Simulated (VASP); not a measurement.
Here is a VASP 6.6.1 calculation.

INCAR

```
PREC = Accurate
ENCUT = 520
EDIFF = 1E-7
ISMEAR = 0
SIGMA = 0.01
LREAL = False
LASPH = True
NELM = 100
ALGO = Normal
ISIF = 2
LWAVE = False
LCHARG = False
GGA = PS
NBANDS = 29
```

Contents of KPOINTS:

```
regular mesh
0
Gamma
  10 10 10
```

The input POSCAR:

```
Al2Ru
1.0
    0.0000000000      3.7997209006      4.2238096073
    2.2548867110      0.0000000000      4.2238096073
    2.2548867110      3.7997209006      0.0000000000
Al Ru
4 2
Direct
    0.0804979299      0.4195020701      0.0804979299
    0.4195020701      0.0804979299      0.4195020701
    0.1695020701      0.8304979299      0.1695020701
    0.8304979299      0.1695020701      0.8304979299
    0.7500000000      0.7500000000      0.7500000000
    0.5000000000      0.5000000000      0.5000000000
```

Potentials or basis: VASP PAW PBE potentials, release 64 (Al, Ru_pv).

Run with:

```sh
$ cat potpaw_PBE.64/Al/POTCAR potpaw_PBE.64/Ru_pv/POTCAR > POTCAR
$ mpirun -np 1 vasp_std > vasp.out
```

**Question.** What does it give for the largest force?

**Answer.** 0.007 eV/Å.

**Question.** What does it give for the pressure?

**Answer.** 30.2 GPa.

Forces in eV/Å, atoms in the order of the input:
```
Al   0.000  0.007  0.000
Al   0.000 -0.007  0.000
Al   0.000 -0.007  0.000
Al   0.000  0.007  0.000
Ru   0.000  0.000  0.000
Ru   0.000  0.000  0.000
```

Caveat: the cell stands under pressure; the PAW data sets were made with another functional, which shifts forces and pressure a little.
